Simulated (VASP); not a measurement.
Runs of VASP 6.6.1 on VN2. The structure is tetragonal, space group I4/mcm (No. 140). The conventional cell has a = 4.301 Å, b = 4.301 Å, c = 4.983 Å, α = 90.00°, β = 90.00°, γ = 90.00°. Within 2.8 Å of V (site symmetry 422) lie 8 N at 2.13 Å and 2 V at 2.49 Å. Within 1.9 Å of N (site symmetry m2m) lie 1 N at 1.40 Å. 

```csv
k mesh,smearing,gap on the mesh (eV),pressure (GPa),largest force (eV/Å)
12 × 12 × 12,gaussian 0.5 eV,none,0.6,0.37
8 × 8 × 8,gaussian 0.1 eV,none,-0.3,0.39
1 × 1 × 1,gaussian 0.1 eV,2.02,-1.6,(a)
6 × 6 × 6,gaussian 0.1 eV,none,-0.3,0.40
"6 × 6 × 6, shifted",gaussian 0.1 eV,none,(b),0.37
```

Alike in all rows: task single point; level PBE; potentials or basis VASP PAW PBE potentials, release 64 (V_sv, N); no spin polarisation; cell as given; cutoff (eV) 520.

Task: Estimate the missing entries.

Result: (a) 0.28; (b) -0.2.

Caveats: some runs use coarse meshes; the run has no spin polarisation, though such a crystal can be magnetic (some runs).

A k mesh can miss the band edges.

A gap of «none» marks levels without a gap at the run's occupations.
